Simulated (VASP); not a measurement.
Set up this calculation in VASP 6.6.1, as the native input.

| Property | Result |
| --- | --- |
| Task | relaxation of cell and atoms |
| Functional | PBE |
| Potentials or basis | VASP PAW PBE potentials, release 64 (Pd, Cl) |
| Cutoff | 600 eV |
| k mesh | 12 × 12 × 12 |
| Occupations | gaussian, width 0.1 eV |
| Spin | no spin polarisation |
| Dipole correction | no |
| Further INCAR settings | ALGO = Fast; EDIFF = 1e-06; IBRION = 2; EDIFFG = -0.01; NSW = 100; ISIF = 3 |

The structure of Pd3Cl lies in POSCAR:

```
Pd3Cl
1.0
    4.0633098240      0.0000000000      0.0000000000
    0.0000000000      4.0633098240      0.0000000000
    0.0000000000      0.0000000000      4.0633098240
Pd Cl
3 1
Direct
    0.0000000000      0.5000000000      0.5000000000
    0.5000000000      0.0000000000      0.5000000000
    0.5000000000      0.5000000000      0.0000000000
    0.0000000000      0.0000000000      0.0000000000
```

The input as run:

INCAR

```
PREC = Accurate
ENCUT = 600
EDIFF = 1E-6
ISMEAR = 0
SIGMA = 0.1
LREAL = F
LASPH = T
NELM = 60
ALGO = Fast
ISIF = 3
LWAVE = F
LCHARG = F
GGA = PE
IBRION = 2
NSW = 100
EDIFFG = -0.01
```

KPOINTS

```
regular mesh
0
Gamma
  12 12 12
```

Potentials or basis: VASP PAW PBE potentials, release 64 (Pd, Cl).

The run is started by

```sh
$ cat potpaw_PBE.64/Pd/POTCAR potpaw_PBE.64/Cl/POTCAR > POTCAR
$ mpirun -np 1 vasp_std > vasp.out
```

It gave:

```json
{"Relaxed volume": "16.47 Å³/atom", "Relaxed cell": "a = 4.038 Å, b = 4.038 Å, c = 4.038 Å, α = 90.00°, β = 90.00°, γ = 90.00°", "Space group after relaxing (to 0.1 Å)": "Pm-3m (No. 221)", "Energy gained by relaxing": "1.7 meV/atom", "Ionic steps": "3", "Pressure after relaxing": "0.0 GPa", "Band gap on the k mesh": "zero (an odd number of electrons rules out a gap without spin polarisation)"}
```

Caveat: an odd number of electrons without spin polarisation forces a metal; a magnetic or distorted state may lie lower.

It took 4.7 min on 1 thread of Oxide Virtual Turin-like Processor (shared host), peak memory 0.24 GiB.
